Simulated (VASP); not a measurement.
Wanted: the native input for a VASP 6.6.1 run.

- Task: single point
- Functional: PBE
- Potentials or basis: VASP PAW PBE potentials, release 64 (Zn, F)
- Cutoff: 600 eV
- k mesh: 6 × 6 × 8
- Occupations: gaussian, width 0.01 eV
- Spin: no spin polarisation
- Dipole correction: no
- Further INCAR settings: ALGO = Normal; EDIFF = 1e-06; NBANDS = 35

The structure of ZnF2 lies in POSCAR:

```
ZnF2
1.0
    4.7033622542      0.0000000000      0.0000000000
    0.0000000000      4.7033622542      0.0000000000
    0.0000000000      0.0000000000      3.1267882547
Zn F
2 4
Direct
    0.0000000000      0.0000000000      0.0000000000
    0.5000000000      0.5000000000      0.5000000000
    0.3031905511      0.3031905511      0.0000000000
    0.1968094489      0.8031905511      0.5000000000
    0.6968094489      0.6968094489      0.0000000000
    0.8031905511      0.1968094489      0.5000000000
```

One way to write it, as run:

INCAR

```
  PREC = Accurate
  ENCUT = 600
  EDIFF = 1E-6
  ISMEAR = 0
  SIGMA = 0.01
  LREAL = F
  LASPH = T
  NELM = 120
  ALGO = Normal
  ISIF = 2
  LWAVE = F
  LCHARG = F
  GGA = PE
  NBANDS = 35
  GGA_COMPAT = F
```

KPOINTS

```
Automatic mesh
0
Gamma
  6 6 8
```

Potentials or basis: VASP PAW PBE potentials, release 64 (Zn, F).

Command:

```console
$ cat potpaw_PBE.64/Zn/POTCAR potpaw_PBE.64/F/POTCAR > POTCAR
$ mpirun -np 1 vasp_std > vasp.out
```

Results of the run:

| Quantity | Value |
| --- | --- |
| Pressure | 7.0 GPa |
| Largest force | 0.043 eV/Å |
| Band gap on the k mesh | 3.51 eV |

Caveat: the cell stands under pressure.

Run time: 110 s on 1 thread of Intel(R) Xeon(R) Platinum 8259CL CPU @ 2.50GHz (Skylake/Cascade Lake), with other jobs on the host, peak memory 0.27 GiB.
